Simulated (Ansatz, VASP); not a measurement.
MgO in VASP and in Ansatz

INCAR

```
PREC     = Accurate       # precision mode
ENCUT    = 520            # plane-wave cutoff, eV
EDIFF    = 1E-6           # SCF threshold, eV
ISMEAR   = 0              # smearing method
SIGMA    = 0.05           # smearing width, eV
LREAL    = F              # projectors in reciprocal space
LASPH    = T              # aspherical terms in the spheres
NELM     = 60             # most SCF steps
ALGO     = Normal         # electronic algorithm
ISIF     = 2              # what is computed and relaxed
LWAVE    = F              # write WAVECAR
LCHARG   = T              # write CHGCAR
GGA      = PS             # functional
LELF     = T              # ELF
LVHAR    = T            
NBANDS   = 26             # bands
```

Contents of KPOINTS:

```
regular mesh
0
Gamma
  6 6 6
```

File POSCAR:

```
MgO
1.0
    4.2149416169      0.0000000000      0.0000000000
    0.0000000000     -4.2149416169      0.0000000000
    0.0000000000      0.0000000000     -4.2149416169
Mg O
4 4
Direct
   -0.0711310624      0.0711310624      0.0000000000
    0.5000000000      0.5000000000      0.0000000000
    0.5000000000      0.0000000000      0.5000000000
    0.0000000000      0.5000000000      0.5000000000
    0.5000000000      0.0000000000      0.0000000000
    0.0000000000      0.5000000000      0.0000000000
    0.0000000000      0.0000000000      0.5000000000
    0.5000000000      0.5000000000      0.5000000000
```

Input for Ansatz:

```yaml
crystal:
  lattice:
    - [4.2149416169, 0.0, 0.0]
    - [0.0, -4.2149416169, 0.0]
    - [0.0, 0.0, -4.2149416169]
  atoms:
    - { symbol: Mg, position: [-0.0711310624, 0.0711310624, 0.0] }
    - { symbol: Mg, position: [0.5, 0.5, 0.0] }
    - { symbol: Mg, position: [0.5, 0.0, 0.5] }
    - { symbol: Mg, position: [0.0, 0.5, 0.5] }
    - { symbol: O, position: [0.5, 0.0, 0.0] }
    - { symbol: O, position: [0.0, 0.5, 0.0] }
    - { symbol: O, position: [0.0, 0.0, 0.5] }
    - { symbol: O, position: [0.5, 0.5, 0.5] }
basis:
  ecutwfc: 420
kpoints:
  mp_grid: { grid: [6, 6, 6] }
hamiltonian:
  xc: pbesol
  pseudopotentials: { kind: paw, azcp: { folder: soft_1 } }
scf:
  occupations: { method: gaussian, width: 0.05 }
output:
  forces: true
  stress: true
  eigenvalues: true
```

Alike in both runs: task single point; functional PBEsol; k mesh 6 × 6 × 6; occupations gaussian, width 0.05 eV; no spin polarisation.

|  | VASP | Ansatz |
| --- | --- | --- |
| version | VASP 6.6.1 | Ansatz 0.2.0 |
| potentials or method | VASP PAW PBE potentials, release 64 (Mg, O), cutoff 520 eV | scalar-relativistic, plane waves, PAW |
| valence electrons in the cell | 32 | 64 |

VASP gave:

| Item | Value |
| --- | --- |
| gap on the k mesh at the Fermi level (eV) | 4.59 |
| least direct gap on the mesh (eV) | 4.59 |
| pressure (GPa) | 4.9 |
| traceless stress, the component that is largest in VASP (GPa) | -5.02 |
| rms of the force components (eV/Å) | 1.175 |

Task: What did Ansatz give for the same quantities?

Result: gap on the k mesh at the Fermi level (eV): 4.59; least direct gap on the mesh (eV): 4.59; pressure (GPa): 5.3; traceless stress, the component that is largest in VASP (GPa): -4.89; rms of the force components (eV/Å): 1.152.

VASP's potentials were made for PBE, not for PBEsol, and Ansatz warns of the same on its side. Atom by atom the forces differ by 0.023 eV/Å (rms over components). With one functional, cell and mesh, what is left measures potentials, basis and numerics. VASP's potentials hold 32 valence electrons a cell and Ansatz's 64, so a difference there can come from the potentials and not from the codes.
